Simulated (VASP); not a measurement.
Ge:

```
CELL_PARAMETERS angstrom
1.48805 -2.59469 0.00000
1.48805 2.59469 0.00000
0.00000 0.00000 4.72760
ATOMIC_POSITIONS crystal
Ge 0.33345 0.66655 0.25000
Ge 0.66655 0.33345 0.75000
```

This isn't the form of Ge at room conditions, which is diamond.

| Property | Result |
| --- | --- |
| Program | VASP 6.6.1 |
| Task | relaxation of cell and atoms |
| Functional | PBE |
| Dispersion | D4 |
| Potentials or basis | VASP PAW PBE potentials, release 64 (Ge_d) |
| Cutoff | 600 eV |
| k mesh | 10 × 10 × 6 |
| Occupations | fermi-dirac, width 0.05 eV |
| Spin | no spin polarisation |

At the start: pressure 1.1 GPa; volume 18.25 Å³/atom.

Q: Where does the relaxation end?

A: Over 20 steps the energy falls by 3.6 meV/atom and the volume is 18.48 Å³/atom (+1.2 %); space group P6_3/mmc (No. 194, to 0.1 Å) before and after.

Step by step:
| step | energy change (eV) | largest force (eV/Å) | pressure (GPa) | volume (Å³) |
| --- | --- | --- | --- | --- |
| 1 | 0.0000 | 0.0008 | 1.14 | 36.51 |
| 2 | -0.0055 | 0.0018 | -0.21 | 37.20 |
| 3 | -0.0053 | 0.0025 | -0.77 | 37.42 |
| 4 | -0.0056 | 0.0022 | -0.22 | 37.30 |
| 5 | -0.0055 | 0.0023 | -0.89 | 37.36 |
| 6 | -0.0055 | 0.0023 | -0.49 | 37.32 |
| 7 | -0.0068 | 0.0043 | -0.30 | 37.14 |
| 8 | -0.0068 | 0.0044 | -0.15 | 37.10 |
| 9 | -0.0070 | 0.0046 | 0.19 | 37.00 |
| 10 | -0.0070 | 0.0057 | -0.07 | 37.01 |
| 11 | -0.0070 | 0.0049 | -0.07 | 37.01 |
| 12 | -0.0070 | 0.0045 | -0.12 | 37.00 |
| 13 | -0.0070 | 0.0052 | 0.34 | 36.93 |
| 14 | -0.0070 | 0.0061 | -0.04 | 36.95 |
| 15 | -0.0070 | 0.0053 | 0.04 | 36.94 |
| 16 | -0.0070 | 0.0054 | 0.12 | 36.94 |
| 17 | -0.0071 | 0.0060 | 0.17 | 36.95 |
| 18 | -0.0071 | 0.0069 | 0.06 | 36.98 |
| 19 | -0.0071 | 0.0069 | -0.18 | 36.96 |
| 20 | -0.0071 | 0.0067 | -0.06 | 36.96 |

Final structure:
```
CELL_PARAMETERS angstrom
1.47371 -2.59777 0.00000
1.47371 2.59777 0.00000
0.00000 0.00000 4.82694
ATOMIC_POSITIONS crystal
Ge 0.33370 0.66630 0.25000
Ge 0.66630 0.33370 0.75000
```
